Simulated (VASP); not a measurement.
Set up this calculation in VASP 6.6.1, as the native input.

```
Task                   : single point
Functional             : r2SCAN
Dispersion             : rVV10
Potentials or basis    : VASP PAW PBE potentials, release 64 (Pd_sv_GW)
Cutoff                 : 590 eV
k mesh                 : 12 × 12 × 12
Occupations            : fermi-dirac, width 0.05 eV
Spin                   : no spin polarisation
Dipole correction      : no
Second run             : valence_matched
Further INCAR settings : ALGO = Normal; EDIFF = 1e-06; NBANDS = 15
```

Crystal: Pd.

```
CELL_PARAMETERS angstrom
0.00000 1.94650 1.94650
1.94650 0.00000 1.94650
1.94650 1.94650 0.00000
ATOMIC_POSITIONS crystal
Pd 0.00000 0.00000 0.00000
```

One way to write it, as run:

POSCAR

```
Pd
1.0
    0.0000000000      1.9465000000      1.9465000000
    1.9465000000      0.0000000000      1.9465000000
    1.9465000000      1.9465000000      0.0000000000
Pd
1
Direct
    0.0000000000      0.0000000000      0.0000000000
```

INCAR.step1

```
SYSTEM = Pd
PREC = Accurate ; ENCUT = 590
ISMEAR = -1 ; SIGMA = 0.05
LREAL = .FALSE. ; LASPH = .TRUE.
NELM = 120 ; NBANDS = 15
GGA = PE ; ALGO = Normal
EDIFF = 1E-5 ; LWAVE = .TRUE.
LCHARG = .FALSE. ; GGA_COMPAT = .FALSE.
```

INCAR.step2

```
SYSTEM = Pd
PREC = Accurate ; ENCUT = 590
EDIFF = 1E-6 ; ISMEAR = -1
SIGMA = 0.05 ; LREAL = .FALSE.
LASPH = .TRUE. ; NELM = 120
ALGO = Normal ; ISIF = 2
LWAVE = .FALSE. ; LCHARG = .TRUE.
METAGGA = R2SCAN ; LMIXTAU = .TRUE.
LUSE_VDW = .TRUE. ; IVDW_NL = 2
BPARAM = 11.95 ; CPARAM = 0.0093
LELF = .TRUE. ; LVHAR = .TRUE.
NBANDS = 15 ; ISTART = 1
GGA_COMPAT = .FALSE.
```

KPOINTS

```
Automatic mesh
0
G
  12 12 12
  0 0 0
```

Potentials or basis: VASP PAW PBE potentials, release 64 (Pd_sv_GW).

Run with:

```console
$ cat potpaw_PBE.64/Pd_sv_GW/POTCAR > POTCAR
$ cp INCAR.step1 INCAR
$ mpirun -np 1 vasp_std > vasp.out
$ cp INCAR.step2 INCAR
$ mpirun -np 1 vasp_std > vasp.out
```

Results of the run:

```json
{"Pressure": "-1.7 GPa", "Band gap on the k mesh": "zero (band 9 reaches 8.55 eV, above the bottom of band 10 at 6.87 eV)"}
```

Caveat: the PAW data sets were made with another functional, which shifts forces and pressure a little.

Run time: 84 s on 1 thread of Intel(R) Xeon(R) Platinum 8375C CPU @ 2.90GHz (Ice Lake), with other jobs on the host, peak memory 0.23 GiB.
